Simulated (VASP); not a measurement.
Input of a VASP 6.6.1 run:

The input INCAR:

```
SYSTEM = Si2C
PREC     = Accurate       ! precision mode
ENCUT    = 520            ! plane-wave cutoff, eV
EDIFF    = 1E-6           ! SCF threshold, eV
ISMEAR   = 0              ! smearing method
SIGMA    = 0.1            ! smearing width, eV
LREAL    = .FALSE.        ! projectors in reciprocal space
LASPH    = .TRUE.         ! aspherical terms in the spheres
NELM     = 150            ! most SCF steps
ALGO     = Normal         ! electronic algorithm
ISIF     = 2              ! what is computed and relaxed
LWAVE    = .FALSE.        ! write WAVECAR
LCHARG   = .FALSE.        ! write CHGCAR
ISPIN    = 2              ! spin polarisation
MAGMOM   = 0 0 0 0 1 1    ! initial moments
LORBIT   = 11             ! projections on sites
GGA      = PE             ! functional
NBANDS   = 25             ! bands
```

The input KPOINTS:

```
regular mesh
0
G
  6 6 2
  0 0 0
```

POSCAR

```
Si2C
1.0
    2.7517682300      0.0000000000      0.0000000000
   -1.3758841100      2.3831011900      0.0000000000
    0.0000000000      0.0000000000     10.8481614500
Si C
4 2
Direct
    0.3333333300      0.6666666700      0.6209999900
    0.6666666700      0.3333333300      0.1209999900
    0.3333333300      0.6666666700      0.8790000100
    0.6666666700      0.3333333300      0.3790000100
    0.3333333300      0.6666666700      0.2500000000
    0.6666666700      0.3333333300      0.7500000000
```

Potentials or basis: VASP PAW PBE potentials, release 64 (Si, C).

Command:

```sh
$ cat potpaw_PBE.64/Si/POTCAR potpaw_PBE.64/C/POTCAR > POTCAR
$ mpirun -np 1 vasp_std > vasp.out
```

Question: Predict the band gap on the k mesh.

Answer: Zero (filled and empty bands overlap).

Question: Estimate the net moment.

Answer: 0.00 μB per cell.

Question: Estimate the largest force.

Answer: 1.675 eV/Å.

Forces in eV/Å, atoms in the order of the input:
```
Si   0.000  0.000  1.675
Si   0.000  0.000  1.675
Si   0.000  0.000 -1.675
Si   0.000  0.000 -1.675
C    0.000  0.000  0.000
C    0.000  0.000  0.000
```

Caveat: the k points lie up to 0.44 Å⁻¹ apart; forces of over 1 eV/Å act on the atoms, so gaps and moduli don't describe the material at rest.
